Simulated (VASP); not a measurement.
# Hf (P6_3/mmc) in VASP: electric field gradients with PBEsol

Aim: the electric field gradients of Hf with PBEsol.

Program: VASP 6.6.1. These are calculated values, not measurements. Logs are shortened: lines on timing, memory, paths and dates and some standing lists are left out, and cuts for length are marked.

**1. The cell of the first run**

The structure is hexagonal, space group P6_3/mmc (No. 194). Conventional cell: a = 3.197 Å, b = 3.197 Å, c = 5.058 Å, α = 90.00°, β = 90.00°, γ = 120.00°. Within 4.1 Å of Hf (site symmetry -6m2) lie 12 Hf at 3.13 to 3.20 Å.

**2. Electric field gradients, PBEsol**

The input, INCAR:

```
ALGO     = Normal         # electronic algorithm
EDIFF    = 1E-8           # SCF threshold, eV
ENCUT    = 520            # plane-wave cutoff, eV
GGA      = PS             # functional
ISIF     = 2              # what is computed and relaxed
ISMEAR   = -1             # smearing method
LASPH    = True           # aspherical terms in the spheres
LCHARG   = False          # write CHGCAR
LEFG     = True         
LREAL    = False          # projectors in reciprocal space
LWAVE    = False          # write WAVECAR
NBANDS   = 50             # bands
NELM     = 60             # most SCF steps
PREC     = Accurate       # precision mode
SIGMA    = 0.05           # smearing width, eV
```

The input, KPOINTS:

```
k-points
0
Gamma
  4 4 4
```

The input, POSCAR:

```
Hf
1.0
   -4.7950500000      2.7684234083      5.0578000000
    4.7950500000     -2.7684234083      5.0578000000
    1.5983500000      2.7684234083     -5.0578000000
Hf
8
Direct
    0.4583333334      0.2916666666      0.5000000000
    0.9583333334      0.7916666666      0.5000000000
    0.9583333334      0.2916666666      0.0000000000
    0.4583333334      0.7916666666      0.0000000000
    0.5416666666      0.7083333334      0.5000000000
    0.0416666667      0.2083333334      0.5000000000
    0.0416666667      0.7083333334      0.0000000000
    0.5416666666      0.2083333334      0.0000000000
```

Potentials or basis: VASP PAW PBE potentials, release 64 (Hf_pv).

The run is started by

```bash
cat potpaw_PBE.64/Hf_pv/POTCAR > POTCAR
mpirun -np 1 vasp_std > vasp.out
```

OUTCAR:

```text
EDIFF = 1E-8
   ENCUT = 520
   GGA = PS
   ISIF = 2
   ISMEAR = -1
   LASPH = True
   LREAL = False
   NELM = 60
   PREC = Accurate

 ion  position               nearest neighbor table
   1  0.458  0.292  0.500-   7 3.13   8 3.13   8 3.13   6 3.13   7 3.13   5 3.13   4 3.20   4 3.20
                             3 3.20   2 3.20   3 3.20   2 3.20
   2  0.958  0.792  0.500-   7 3.13   8 3.13   8 3.13   7 3.13   5 3.13   6 3.13   3 3.20   3 3.20
                             1 3.20   4 3.20   4 3.20   1 3.20
   3  0.958  0.292  0.000-   6 3.13   5 3.13   5 3.13   6 3.13   8 3.13   7 3.13   2 3.20   2 3.20
                             1 3.20   4 3.20   1 3.20   4 3.20
   4  0.458  0.792  0.000-   6 3.13   5 3.13   5 3.13   7 3.13   6 3.13   8 3.13   1 3.20   1 3.20
                             3 3.20   2 3.20   2 3.20   3 3.20
   5  0.542  0.708  0.500-   3 3.13   4 3.13   4 3.13   3 3.13   2 3.13   1 3.13   7 3.20   8 3.20
                             8 3.20   6 3.20   6 3.20   7 3.20
   6  0.042  0.208  0.500-   4 3.13   3 3.13   1 3.13   3 3.13   4 3.13   2 3.13   8 3.20   7 3.20
                             7 3.20   5 3.20   5 3.20   8 3.20
   7  0.042  0.708  0.000-   1 3.13   2 3.13   4 3.13   2 3.13   1 3.13   3 3.13   5 3.20   6 3.20
                             6 3.20   8 3.20   8 3.20   5 3.20
   8  0.542  0.208  0.000-   2 3.13   1 3.13   1 3.13   2 3.13   3 3.13   4 3.13   6 3.20   5 3.20
                             5 3.20   7 3.20   7 3.20   6 3.20

  LATTYP: Found a face centered orthorhombic cell.
 ALAT       =     6.3934000000
 B/A-ratio  =     1.5821941377
 C/A-ratio  =     1.7320508076

  Lattice vectors:

 A1 = (  -4.7950500000,   2.7684234083,  -5.0578000000)
 A2 = (  -3.1967000000,   5.5368468166,   0.0000000000)
 A3 = (   1.5983500000,   2.7684234083,  -5.0578000000)

Analysis of symmetry for initial positions (statically):
=====================================================================
 Subroutine PRICEL returns following result:

  LATTYP: Found a hexagonal cell.
 ALAT       =     3.1967000000
 C/A-ratio  =     1.5821941377

  Lattice vectors:

 A1 = (   1.5983500000,   2.7684234083,   0.0000000000)
 A2 = (   1.5983500000,  -2.7684234083,   0.0000000000)
 A3 = (   0.0000000000,   0.0000000000,  -5.0578000000)

   4 primitive cells build up your supercell.

 Routine SETGRP: Setting up the symmetry group for a
 face centered orthorhombic supercell.

 Subroutine GETGRP returns: Found  8 space group operations
[... 1136 lines left out ...]
  -------------------------------------------------------------------------------------
  Total       -4.3298045     -4.4506669     -4.4684944     -0.1046700     -0.0000000     -0.0000000
  in kB      -38.7456393    -39.8271877    -39.9867187     -0.9366484     -0.0000000     -0.0000000
  external PRESSURE =     -39.5198485 kB  Pullay stress =       0.0000000 kB

 VOLUME and BASIS-vectors are now :
 -----------------------------------------------------------------------------
  energy-cutoff  :      520.00
  volume of cell :      179.04
      direct lattice vectors                 reciprocal lattice vectors
    -4.795050000  2.768423408  5.057800000     0.000000000  0.180608211  0.098857211
     4.795050000 -2.768423408  5.057800000     0.156411299  0.090304106  0.098857211
     1.598350000  2.768423408 -5.057800000     0.156411299  0.270912317  0.000000000

 POSITION                                       TOTAL-FORCE (eV/Angst)
 -----------------------------------------------------------------------------------
     -0.00000      1.84562      1.26445        -0.001652      0.000954     -0.000000
     -0.00000      1.84562      6.32225        -0.001652      0.000954      0.000000
     -3.19670      1.84562      6.32225        -0.001652      0.000954      0.000000
      1.59835     -0.92281      6.32225        -0.001652      0.000954     -0.000000
      1.59835      0.92281      3.79335         0.001652     -0.000954     -0.000000
      1.59835      0.92281     -1.26445         0.001652     -0.000954     -0.000000
      3.19670     -1.84562      3.79335         0.001652     -0.000954      0.000000
     -1.59835      0.92281      3.79335         0.001652     -0.000954      0.000000
 -----------------------------------------------------------------------------------
    total drift:                               -0.000000      0.000000     -0.000001

  FREE ENERGIE OF THE ION-ELECTRON SYSTEM (eV)
  ---------------------------------------------------
  free  energy   TOTEN  =       -83.9742295740 eV

  energy  without entropy=      -83.9385904103  energy(sigma->0) =      -83.95640999

 Electric field gradients (V/A^2)
---------------------------------------------------------------------
 ion       V_xx      V_yy      V_zz      V_xy      V_xz      V_yz
---------------------------------------------------------------------
   1     -40.849   -39.958    80.806     0.772    -0.000    -0.000
   2     -40.849   -39.958    80.806     0.772    -0.000    -0.000
   3     -40.849   -39.958    80.806     0.772    -0.000    -0.000
   4     -40.849   -39.958    80.806     0.772    -0.000    -0.000
   5     -40.849   -39.958    80.806     0.772    -0.000    -0.000
   6     -40.849   -39.958    80.806     0.772    -0.000    -0.000
   7     -40.849   -39.958    80.806     0.772    -0.000    -0.000
   8     -40.849   -39.958    80.806     0.772    -0.000    -0.000
---------------------------------------------------------------------

 Electric field gradients after diagonalization (V/A^2)
 (convention: |V_zz| > |V_xx| > |V_yy|)
----------------------------------------------------------------------
 ion       V_xx      V_yy      V_zz     asymmetry (V_yy - V_xx)/ V_zz
----------------------------------------------------------------------
   1     -41.294   -39.512    80.806       0.022
   2     -41.294   -39.512    80.806       0.022
   3     -41.294   -39.512    80.806       0.022
   4     -41.294   -39.512    80.806       0.022
   5     -41.294   -39.512    80.806       0.022
   6     -41.294   -39.512    80.806       0.022
   7     -41.294   -39.512    80.806       0.022
   8     -41.294   -39.512    80.806       0.022
----------------------------------------------------------------------

           NMR quadrupolar parameters

 Cq : quadrupolar parameter    Cq=e*Q*V_zz/h
 eta: asymmetry parameters     (V_yy - V_xx)/ V_zz
 Q  : nuclear electric quadrupole moment in mb (millibarn)
----------------------------------------------------------------------
 ion       Cq(MHz)       eta       Q (mb)
----------------------------------------------------------------------
   1       0.195       0.022       1.000
   2       0.195       0.022       1.000
   3       0.195       0.022       1.000
   4       0.195       0.022       1.000
   5       0.195       0.022       1.000
   6       0.195       0.022       1.000
   7       0.195       0.022       1.000
   8       0.195       0.022       1.000
----------------------------------------------------------------------
```

OSZICAR:

```text
N       E                     dE             d eps       ncg     rms          rms(c)
DAV:   1     0.363775573146E+03    0.36378E+03   -0.44193E+04  1800   0.154E+03
DAV:   2    -0.590541301276E+02   -0.42283E+03   -0.40480E+03  2018   0.392E+02
DAV:   3    -0.859498818666E+02   -0.26896E+02   -0.24975E+02  2326   0.557E+01
DAV:   4    -0.871493792659E+02   -0.11995E+01   -0.11534E+01  2286   0.102E+01
DAV:   5    -0.871889925816E+02   -0.39613E-01   -0.39302E-01  2336   0.156E+00    0.131E+02
DAV:   6    -0.848334355500E+02    0.23556E+01   -0.21840E+00  1966   0.624E+00    0.767E+01
DAV:   7    -0.840072325080E+02    0.82620E+00   -0.35773E+00  1854   0.768E+00    0.435E+00
DAV:   8    -0.839736946650E+02    0.33538E-01   -0.27810E-01  2152   0.210E+00    0.205E-01
DAV:   9    -0.839743163705E+02   -0.62171E-03   -0.99065E-03  2304   0.332E-01    0.494E-01
DAV:  10    -0.839742182923E+02    0.98078E-04   -0.30820E-04  2312   0.700E-02    0.437E-01
DAV:  11    -0.839742292254E+02   -0.10933E-04   -0.13667E-05  2292   0.164E-02    0.466E-02
DAV:  12    -0.839742290015E+02    0.22390E-06   -0.26284E-06  2232   0.698E-03    0.345E-02
DAV:  13    -0.839742294824E+02   -0.48090E-06   -0.21315E-07  2314   0.203E-03    0.448E-03
DAV:  14    -0.839742295608E+02   -0.78430E-07   -0.13306E-08  1520   0.539E-04    0.851E-04
DAV:  15    -0.839742295804E+02   -0.19604E-07   -0.27978E-09  1382   0.265E-04    0.422E-04
DAV:  16    -0.839742295740E+02    0.64420E-08   -0.45204E-10  1352   0.975E-05
   1 F= -.83974230E+02 E0= -.83956410E+02  d E =-.356392E-01
```

It took 3.3 min on 1 thread of Intel Xeon Platinum 8559C (Emerald Rapids), shared host; peak memory 0.4 GiB.

Results:

- Free energy: -83.9742 eV
- Pressure: -4.0 GPa
- Band gap on the k mesh: zero (band 40 reaches 5.72 eV, above the bottom of band 41 at 4.52 eV)

Stress tensor (GPa, compression positive):
```
-3.87 -0.09  0.00
-0.09 -3.98  0.00
 0.00  0.00 -4.00
```

Electric field gradients, principal values (V/Å²):
| atom | least | middle | greatest (by size) |
| --- | --- | --- | --- |
| 1 Hf | -39.512 | -41.294 | 80.806 |
| 2 Hf | -39.512 | -41.294 | 80.806 |
| 3 Hf | -39.512 | -41.294 | 80.806 |
| 4 Hf | -39.512 | -41.294 | 80.806 |
| 5 Hf | -39.512 | -41.294 | 80.806 |
| 6 Hf | -39.512 | -41.294 | 80.806 |
| 7 Hf | -39.512 | -41.294 | 80.806 |
| 8 Hf | -39.512 | -41.294 | 80.806 |

Caveat: the k points lie up to 0.49 Å⁻¹ apart; without QUAD_EFG the Cq values of the log hold for a quadrupole moment of 1 mb, not for the nuclei; the PAW data sets were made with another functional, which shifts forces and pressure a little; spin-orbit coupling is left out, which moves the levels of the heavy elements.
